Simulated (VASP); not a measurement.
**Ba: single point with PBEsol**

Ba:

```xyz
1
Lattice="-2.5062 2.5062 2.5062 2.5062 -2.5062 2.5062 2.5062 2.5062 -2.5062" Properties=species:S:1:pos:R:3 pbc="T T T"
Ba    0.0000    0.0000    0.0000
```

```yaml
Program: VASP 6.6.1
Task: single point
Functional: PBEsol
Potentials_or_basis: VASP PAW PBE potentials, release 64 (Ba_sv)
Cutoff: 520 eV
k_mesh: 12 × 12 × 12
Occupations: gaussian, width 0.05 eV
Spin: no spin polarisation
Dipole_correction: no
Further_INCAR_settings: ALGO = Normal; EDIFF = 1e-07; NBANDS = 11
```

```
Pressure               : -0.6 GPa
Band gap on the k mesh : zero (band 5 reaches 2.05 eV, above the bottom of band 6 at 1.00 eV)
```

Levels at points of the mesh, in eV from the Fermi level:
```tsv
k point	band 2	band 3	band 4	band 5	band 6	band 7	band 8	band 9
(0.00, 0.00, 0.00)	-13.79	-13.79	-13.79	-2.77	1.81	1.81	1.81	3.25
(0.50, 0.00, 0.00)	-14.25	-13.94	-13.79	-0.90	0.68	1.26	3.20	3.79
(0.50, 0.50, 0.50)	-14.11	-14.11	-14.11	-0.54	-0.54	4.34	4.34	4.34
```

Run time: 14 s on 1 thread of Intel(R) Xeon(R) Platinum 8488C (Sapphire Rapids), on a shared host, peak memory 0.2 GiB.

Caveat: the PAW data sets were made with another functional, which shifts forces and pressure a little; spin-orbit coupling is left out, which moves the levels of the heavy elements.
